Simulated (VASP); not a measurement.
# MoS2 (P1) in VASP: single point with PBE+D3(BJ)

Aim: the single point of MoS2 with PBE+D3(BJ).

Program: VASP 6.6.1. These are calculated values, not measurements. Logs are shortened: lines on timing, memory, paths and dates and some standing lists are left out, and cuts for length are marked.

## Step 1: The cell of the first run

The typed cell holds 9 atoms: a = 3.153 Å, b = 3.153 Å, c = 18.020 Å, α = 86.66°, β = 88.33°, γ = 60.00°.

## Step 2: Single point, PBE+D3(BJ) (the part above a cut slid along it)

Input file INCAR:

```
SYSTEM = MoS2
PREC = Accurate
ENCUT = 520
EDIFF = 1E-6
ISMEAR = 0
SIGMA = 0.05
LREAL = .FALSE.
LASPH = .TRUE.
NELM = 100
ALGO = Normal
ISIF = 2
LWAVE = .FALSE.
LCHARG = .TRUE.
GGA = PE
IVDW = 12
LELF = .TRUE.
LVHAR = .TRUE.
NBANDS = 49
```

Input file KPOINTS:

```
Automatic mesh
0
G
  10 10 2
  0 0 0
```

Input file POSCAR:

```
MoS2
1.0
   -1.5764743774     -2.7305337185      0.0000000000
    1.5764743774     -2.7305337185      0.0000000000
    0.5254914591     -0.9101779062     17.9896049492
Mo S
3 6
Direct
    1.0000000000      0.7222109095      0.8333672715
    0.3333333333      0.2777664651      0.1667006048
    0.6666666667      0.4999886873      0.5000339382
    1.0000000000      0.8043636245      0.5869091264
    0.3333333333      0.0265858467      0.9202424598
    0.6666666667      0.5821414023      0.2535757931
    1.0000000000      0.8623087993      0.4130736021
    0.3333333333      0.0845310215      0.7464069354
    0.6666666667      0.6400865771      0.0797402687
```

Potentials or basis: VASP PAW PBE potentials, release 64 (Mo_sv, S).

Started as:

```bash
$ cat potpaw_PBE.64/Mo_sv/POTCAR potpaw_PBE.64/S/POTCAR > POTCAR
$ mpirun -np 1 vasp_std > vasp.out
```

OUTCAR:

```text
SYSTEM = MoS2
   PREC = Accurate
   ENCUT = 520
   EDIFF = 1E-6
   ISMEAR = 0
   LREAL = .FALSE.
   LASPH = .TRUE.
   NELM = 100
   ISIF = 2
   GGA = PE
   IVDW = 12
 IVDW          = 12

 ion  position               nearest neighbor table
   1  0.000  0.722  0.833-   5 2.40   5 2.40   5 2.40   8 2.40   8 2.40   8 2.40
   2  0.333  0.278  0.167-   6 2.40   6 2.40   6 2.40   9 2.40   9 2.40   9 2.40
   3  0.667  0.500  0.500-   4 2.40   4 2.40   4 2.40   7 2.40   7 2.40   7 2.40
   4  0.000  0.804  0.587-   3 2.40   3 2.40   3 2.40
   5  0.333  0.027  0.920-   1 2.40   1 2.40   1 2.40
   6  0.667  0.582  0.254-   2 2.40   2 2.40   2 2.40
   7  0.000  0.862  0.413-   3 2.40   3 2.40   3 2.40
   8  0.333  0.085  0.746-   1 2.40   1 2.40   1 2.40
   9  0.667  0.640  0.080-   2 2.40   2 2.40   2 2.40

  LATTYP: Found a base centered monoclinic cell.
 ALAT       =     3.1529487548
 B/A-ratio  =     1.7320508076
 C/A-ratio  =     5.7153732245
 COS(beta)  =    -0.0583222338

  Lattice vectors:

 A1 = (   1.5764743774,   2.7305337185,   0.0000000000)
 A2 = (  -3.1529487548,   0.0000000000,   0.0000000000)
 A3 = (   0.5254914591,  -0.9101779062,  17.9896049492)

Analysis of symmetry for initial positions (statically):
=====================================================================
 Subroutine PRICEL returns:
 Original cell was already a primitive cell.

 Routine SETGRP: Setting up the symmetry group for a
 base centered monoclinic supercell.

 Subroutine GETGRP returns: Found  1 space group operations
 (whereof  1 operations were pure point group operations)
 out of a pool of  4 trial point group operations.

The static configuration has the point symmetry C_1 .

Analysis of symmetry for dynamics (positions and initial velocities):
=====================================================================
 Subroutine PRICEL returns:
 Original cell was already a primitive cell.

 Routine SETGRP: Setting up the symmetry group for a
 base centered monoclinic supercell.

 Subroutine GETGRP returns: Found  1 space group operations
 (whereof  1 operations were pure point group operations)
 out of a pool of  4 trial point group operations.

The dynamic configuration has the point symmetry C_1 .

 Subroutine INISYM returns: Found  1 space group operations
 (whereof  1 operations are pure point group operations),
 and found     1 'primitive' translations

----------------------------------------------------------------------------------------

[... 115 lines left out ...]
   TEBEG  =    0.0;   TEEND  =   0.0 temperature during run
   PSTRESS=    0.0 pullay stress
   NELECT =      78.0000    total number of electrons
   NUPDOWN=      -1.0000    fix difference up-down
   EMIN   =  10.00;   EMAX   =-10.00  energy-range for DOS
   EFERMI =   0.00;   METHOD = LEGACY
   ISMEAR =     0;   SIGMA  =   0.05  broadening in eV -4-tet -1-fermi 0-gaus
   EFERMI_NEDOS =   21; number of points for ismear=-14 and -15
   IALGO  =     38    algorithm
   IMIX   =      4    mixing-type and parameters
     AMIX     =   0.40;   BMIX     =  1.00
     AMIX_MAG =   1.60;   BMIX_MAG =  1.00
  volume/ion in A,a.u.               =      17.21       116.13
  Fermi-wavevector in a.u.,A,eV,Ry     =   1.302500  2.461368 23.082362  1.696506
  Thomas-Fermi vector in A             =   2.433564
   LORBIT       =      0    0 simple, 1 ext, 2 COOP (PROOUT), +10 PAW based schemes
   GGA     = PE    functional components
   LHFCALC =     F    Hartree Fock is set to
   AEXX    =    0.0000 exact exchange contribution
   IVDW    =    12    specifies the selected vdW correction
   LEPSILON=     F    determine dielectric tensor
   LRPA    =     F    only Hartree local field effects (RPA)
 non-spin polarized calculation
 Gauss-broadening in eV      SIGMA  =   0.05
  energy-cutoff  :      520.00
  volume of cell :      154.88
 maximum number of plane-waves:      4196
   NGX = 11   NGY = 11   NGZ = 67

 number of electron      77.9999997 magnetization

 Free energy of the ion-electron system (eV)
  ---------------------------------------------------
  ext. energy  EPLUGINS =         0.00000000
  ---------------------------------------------------
  free energy    TOTEN  =       -65.21147560 eV

  energy without entropy =      -65.21147560  energy(sigma->0) =      -65.21147560

 E-fermi :   8.5192     XC(G=0): -11.0509

 val. band max:        8.1309667476   @ k =   0.0000   0.0000   0.5000
 cond. band min:       8.8928710084   @ k =   0.2000  -0.2000   0.0000
 fundamental gap:      0.7619042608
 Fermi energy:         8.5191758226

 k-point     1 :       0.0000    0.0000    0.0000
  band No.  band energies     occupation
      1     -53.5303      2.00000
      2     -53.5024      2.00000
      3     -53.4798      2.00000
      4     -27.6972      2.00000
      5     -27.6671      2.00000
      6     -27.6466      2.00000
[... 1237 lines left out ...]
     48      10.7570      0.00000
     49      11.8589      0.00000

 [... further k-points ...]

------------------------ aborting loop because EDIFF is reached ----------------------------------------

 Edisp (eV)   -3.96189

 E8    (eV) :    -1.5976

  FORCE on cell =-STRESS in cart. coord.  units (eV):
  Direction    XX          YY          ZZ          XY          YZ          ZX
  --------------------------------------------------------------------------------------
  -------------------------------------------------------------------------------------
  Total       0.10070    -0.24667     0.62621    -0.00088     0.00286    -0.69170
  in kB       1.04176    -2.55174     6.47802    -0.00908     0.02964    -7.15557
  external pressure =        1.66 kB  Pullay stress =        0.00 kB

 VOLUME and BASIS-vectors are now :
 -----------------------------------------------------------------------------
  energy-cutoff  :      520.00
  volume of cell :      154.88
      direct lattice vectors                 reciprocal lattice vectors
    -1.576474377 -2.730533718  0.000000000    -0.317163417 -0.183114384 -0.000000000
     1.576474377 -2.730533718  0.000000000     0.317163417 -0.183114384 -0.018529219
     0.525491459 -0.910177906 17.989604949     0.000000000  0.000000000  0.055587658

 POSITION                                       TOTAL-FORCE (eV/Angst)
 -----------------------------------------------------------------------------------
      1.57647     -2.73053     14.99195         0.029478      0.002974     -0.040757
      0.00000     -1.82036      2.99888        -0.028391      0.003183      0.014309
     -0.00000     -3.64071      8.99541        -0.000085      0.000060      0.003091
      1.57647     -2.73053     10.55826        -0.000094     -0.000138     -0.016239
     -0.00000     -1.82036     16.55480         0.185529      0.002923     -0.216340
     -0.00000     -3.64071      4.56173         0.001500     -0.006435     -0.005235
      1.57647     -2.73053      7.43103         0.000027     -0.000019      0.013010
     -0.00000     -1.82036     13.42757        -0.001577     -0.006433      0.015580
     -0.00000     -3.64071      1.43450        -0.186388      0.003886      0.232582
 -----------------------------------------------------------------------------------
    total drift:                               -0.000004      0.000020      0.000036

  FREE ENERGIE OF THE ION-ELECTRON SYSTEM (eV)
  ---------------------------------------------------
  free  energy   TOTEN  =       -69.1733641801 eV

  energy  without entropy=      -69.1733641801  energy(sigma->0) =      -69.17336418
```

OSZICAR:

```text
N       E                     dE             d eps       ncg     rms          rms(c)
DAV:   1     0.714008832585E+03    0.71401E+03   -0.43814E+04 11064   0.152E+03
DAV:   2    -0.278994881218E+02   -0.74191E+03   -0.71655E+03 12183   0.397E+02
DAV:   3    -0.685182504436E+02   -0.40619E+02   -0.39838E+02 12577   0.834E+01
DAV:   4    -0.695055097717E+02   -0.98726E+00   -0.98114E+00 12662   0.127E+01
DAV:   5    -0.695296388096E+02   -0.24129E-01   -0.24109E-01 12857   0.194E+00    0.427E+01
DAV:   6    -0.663304323124E+02    0.31992E+01   -0.24787E+01 11033   0.239E+01    0.165E+01
DAV:   7    -0.658353321202E+02    0.49510E+00   -0.11449E+01 11205   0.161E+01    0.103E+01
DAV:   8    -0.652032294653E+02    0.63210E+00   -0.21736E+00 11752   0.739E+00    0.376E+00
DAV:   9    -0.652322146833E+02   -0.28985E-01   -0.24486E-01 13206   0.195E+00    0.182E+00
DAV:  10    -0.652110693347E+02    0.21145E-01   -0.91618E-02 11942   0.155E+00    0.458E-01
DAV:  11    -0.652116231636E+02   -0.55383E-03   -0.54755E-03 12221   0.341E-01    0.226E-01
DAV:  12    -0.652115052369E+02    0.11793E-03   -0.40624E-04 12128   0.864E-02    0.133E-01
DAV:  13    -0.652114728578E+02    0.32379E-04   -0.12315E-04 12952   0.480E-02    0.867E-02
DAV:  14    -0.652114744510E+02   -0.15932E-05   -0.50426E-05 12339   0.301E-02    0.337E-02
DAV:  15    -0.652114755305E+02   -0.10795E-05   -0.18054E-06  9560   0.590E-03    0.258E-02
DAV:  16    -0.652114756045E+02   -0.73946E-07   -0.25432E-06  9111   0.796E-03
   1 F= -.69173364E+02 E0= -.69173364E+02  d E =-.170350E-27
```

Wall time 27 min (1 thread of Oxide Virtual Turin-like, shared host); peak memory 0.64 GiB.

What came out:

* Free energy: -69.1734 eV
* Pressure: 0.2 GPa
* Largest force: 0.298 eV/Å
* Band gap on the k mesh: 0.76 eV (least direct gap 1.92 eV)
* Dispersion energy per atom: -0.440 eV

Forces in eV/Å, atoms in the order of the input:
```
Mo   0.029  0.003 -0.041
Mo  -0.028  0.003  0.014
Mo   0.000  0.000  0.003
S    0.000  0.000 -0.016
S    0.186  0.003 -0.216
S    0.002 -0.006 -0.005
S    0.000  0.000  0.013
S   -0.002 -0.006  0.016
S   -0.186  0.004  0.233
```

Caveat: the cell differs from its parent crystal (the part above a cut slid along it); semilocal functionals underestimate gaps, and a narrow one can read as zero. A k mesh can miss the band edges.
